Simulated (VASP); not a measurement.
Input of a VASP 6.6.1 run:

File INCAR:

```
PREC     = Accurate       # precision mode
ENCUT    = 520            # plane-wave cutoff, eV
EDIFF    = 1E-6           # SCF threshold, eV
ISMEAR   = 0              # smearing method
SIGMA    = 0.02           # smearing width, eV
LREAL    = False          # projectors in reciprocal space
LASPH    = True           # aspherical terms in the spheres
NELM     = 80             # most SCF steps
ALGO     = Normal         # electronic algorithm
ISIF     = 2              # what is computed and relaxed
LWAVE    = False          # write WAVECAR
LCHARG   = False          # write CHGCAR
GGA      = PE             # functional
NBANDS   = 25             # bands
```

Contents of KPOINTS:

```
Automatic mesh
0
Gamma
  10 10 10
```

The input POSCAR:

```
SiO2
1.0
   -1.7633636022      1.7633636022      4.2602399400
    1.7633636022     -1.7633636022      4.2602399400
    1.7633636022      1.7633636022     -4.2602399400
Si O
2 4
Direct
    0.0000000000      0.0000000000      0.0000000000
    0.7500000000      0.2500000000      0.5000000000
    0.7921739404      0.7921739404      0.0000000000
    0.9578260596      0.4578260596      0.5000000000
    0.5421739404      0.0421739404      0.5000000000
    0.2078260596      0.2078260596      0.0000000000
```

Potentials or basis: VASP PAW PBE potentials, release 64 (Si, O).

The run is started by

```bash
$ cat potpaw_PBE.64/Si/POTCAR potpaw_PBE.64/O/POTCAR > POTCAR
$ mpirun -np 1 vasp_std > vasp.out
```

**Question.** Estimate the band gap on the k mesh.

**Answer.** 5.78 eV, indirect (least direct gap 6.43 eV).

**Question.** Estimate the largest force.

**Answer.** 0.006 eV/Å.

**Question.** What does it give for the pressure?

**Answer.** 0.1 GPa.

Forces on the atoms (eV/Å):
```
Si   0.000  0.000  0.000
Si   0.000  0.000  0.000
O    0.000  0.000 -0.006
O    0.000  0.000  0.006
O    0.000  0.000 -0.006
O    0.000  0.000  0.006
```

A k mesh can miss the band edges. PBE gaps usually lie below the measured ones, often by a third to a half.
